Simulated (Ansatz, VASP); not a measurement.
# Two plane-wave programs on PtS2

File INCAR:

```
SYSTEM = PtS2
ALGO     = Normal         ! electronic algorithm
EDIFF    = 1E-6           ! SCF threshold, eV
EDIFFG   = -0.05          ! ionic threshold
ENCUT    = 600            ! plane-wave cutoff, eV
GGA      = PE             ! functional
IBRION   = 2              ! ionic algorithm
ISIF     = 3              ! what is computed and relaxed
ISMEAR   = 0              ! smearing method
IVDW     = 13             ! dispersion correction
LASPH    = .True.         ! aspherical terms in the spheres
LCHARG   = .False.        ! write CHGCAR
LREAL    = .False.        ! projectors in reciprocal space
LWAVE    = .False.        ! write WAVECAR
NELM     = 80             ! most SCF steps
NSW      = 100            ! ionic steps
PREC     = Accurate       ! precision mode
SIGMA    = 0.1            ! smearing width, eV
```

Contents of KPOINTS:

```
k-points
0
Gamma
  6 6 4
  0 0 0
```

Contents of POSCAR:

```
PtS2
1.0
    3.5432000000      0.0000000000      0.0000000000
   -1.7716000000      3.0685012107      0.0000000000
    0.0000000000      0.0000000000      5.0388000000
Pt S
1 2
Direct
    0.0000000000      0.0000000000      0.0000000000
    0.3333333333      0.6666666667      0.2270000000
    0.6666666667      0.3333333333      0.7730000000
```

Input for Ansatz:

```yaml
crystal:
  lattice:
    - [3.5432, 0.0, 0.0]
    - [-1.7716, 3.0685012107, 0.0]
    - [0.0, 0.0, 5.0388]
  atoms:
    - { symbol: Pt, position: [0.0, 0.0, 0.0] }
    - { symbol: S, position: [0.3333333333, 0.6666666667, 0.227] }
    - { symbol: S, position: [0.6666666667, 0.3333333333, 0.773] }
basis:
  ecutwfc: 420
kpoints:
  mp_grid: { grid: [6, 6, 4] }
hamiltonian:
  xc: pbe
  dispersion: d4
  pseudopotentials: { kind: paw }
scf:
  occupations: { method: gaussian, width: 0.1 }
output:
  forces: true
  stress: true
  eigenvalues: true
relax:
  adjacent_minimum: "off"
  f_tol: 0.05
  max_steps: 80
  cell: { stress_tol: 0.5 }
```

Alike in both runs: task relaxation of cell and atoms; functional PBE; dispersion D4; k mesh 6 × 6 × 4; occupations gaussian, width 0.1 eV; no spin polarisation.

|  | VASP | Ansatz |
| --- | --- | --- |
| version | VASP 6.6.1 | Ansatz 0.2.0 |
| potentials or method | VASP PAW PBE potentials, release 64 (Pt, S), cutoff 600 eV | scalar-relativistic, plane waves, PAW |
| valence electrons in the cell | 22 | 30 |

```tsv
	VASP	Ansatz	Ansatz less VASP
gap on the k mesh at the Fermi level, each at its own relaxed structure (eV)	0.25	0.25	+0.004
relaxed volume (Å³/atom)	17.60	17.68	+0.083
relaxed cell length with the largest relative difference (Å)	4.766	4.784	+0.0175
```

VASP's potentials hold 22 valence electrons a cell and Ansatz's 30, so a difference there can come from the potentials and not from the codes.

Neither program's run includes spin-orbit coupling.
